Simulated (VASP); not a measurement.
Input of a VASP 6.6.1 run:

Contents of INCAR:

```
SYSTEM = SnSe2
PREC = Accurate
ENCUT = 520
EDIFF = 1E-6
ISMEAR = 0
SIGMA = 0.01
LREAL = .False.
LASPH = .True.
NELM = 60
ALGO = Normal
ISIF = 2
LWAVE = .False.
LCHARG = .True.
GGA = PE
LELF = .True.
LVHAR = .True.
NBANDS = 20
```

Contents of KPOINTS:

```
Automatic mesh
0
Gamma
  12 12 6
  0 0 0
```

The input POSCAR:

```
SnSe2
1.0
    3.8717503392      0.0000000000      0.0000000000
   -1.9358751696      3.3530341509      0.0000000000
    0.0000000000      0.0000000000      6.9991630508
Sn Se
1 2
Direct
    0.0000000000      0.0000000000      0.0000000000
    0.3333333333      0.6666666667      0.2278353538
    0.6666666667      0.3333333333      0.7721646462
```

Potentials or basis: VASP PAW PBE potentials, release 64 (Sn_d, Se).

Launch:

```sh
$ cat potpaw_PBE.64/Sn_d/POTCAR potpaw_PBE.64/Se/POTCAR > POTCAR
$ mpirun -np 1 vasp_std > vasp.out
```

(1) Predict the pressure.

(2) Predict the largest force.

Results:

(1) 0.1 GPa.

(2) 0.012 eV/Å.

Caveat: this functional lacks dispersion, which binds the layers, so the pressure and a relaxed spacing across them are unreliable.
